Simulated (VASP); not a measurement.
A run of VASP 6.6.1 is set up as follows.

The input INCAR:

```
SYSTEM = Al2O3
PREC = Accurate
ENCUT = 520
EDIFF = 1E-6
ISMEAR = 0
SIGMA = 0.02
LREAL = .FALSE.
LASPH = .TRUE.
NELM = 60
ALGO = Normal
ISIF = 2
LWAVE = .FALSE.
LCHARG = .FALSE.
GGA = PE
NBANDS = 35
```

The input KPOINTS:

```
regular mesh
0
G
  6 4 8
  0 0 0
```

Contents of POSCAR:

```
Al2O3
1.0
    4.7121766311      0.0000000000      0.0000000000
    0.0000000000      9.7035371733      0.0000000000
    0.0000000000      0.0000000000      3.0257116887
Al O
4 6
Direct
    0.4317423466      0.3295573566      0.5000000000
    0.5682576534      0.6704426434      0.5000000000
   -0.0682576534      0.1704426434      0.0000000000
    1.0682576534      0.8295573566      0.0000000000
    0.7545470293      0.2269610254      0.5000000000
    0.0000000000      0.0000000000      0.0000000000
    0.7454529707      0.7269610254      0.0000000000
    0.2545470293      0.2730389746      0.0000000000
    0.2454529707      0.7730389746      0.5000000000
    0.5000000000      0.5000000000      0.5000000000
```

Potentials or basis: VASP PAW PBE potentials, release 64 (Al, O).

Launch:

```bash
$ cat potpaw_PBE.64/Al/POTCAR potpaw_PBE.64/O/POTCAR > POTCAR
$ mpirun -np 1 vasp_std > vasp.out
```

Task: Estimate the band gap on the k mesh.

Result: 3.40 eV, direct.

Task: Predict the pressure.

Result: 0.0 GPa.

Task: Estimate the largest force.

Result: 0.022 eV/Å.

Forces in eV/Å, atoms in the order of the input:
```
Al  -0.001 -0.022  0.000
Al   0.001  0.022  0.000
Al  -0.001  0.022  0.000
Al   0.001 -0.022  0.000
O   -0.003  0.003  0.000
O    0.000  0.000  0.000
O    0.003  0.003  0.000
O   -0.003 -0.003  0.000
O    0.003 -0.003  0.000
O    0.000  0.000  0.000
```

A k mesh can miss the band edges. Expect the measured gap to be larger: semilocal functionals such as PBE lack the derivative discontinuity.
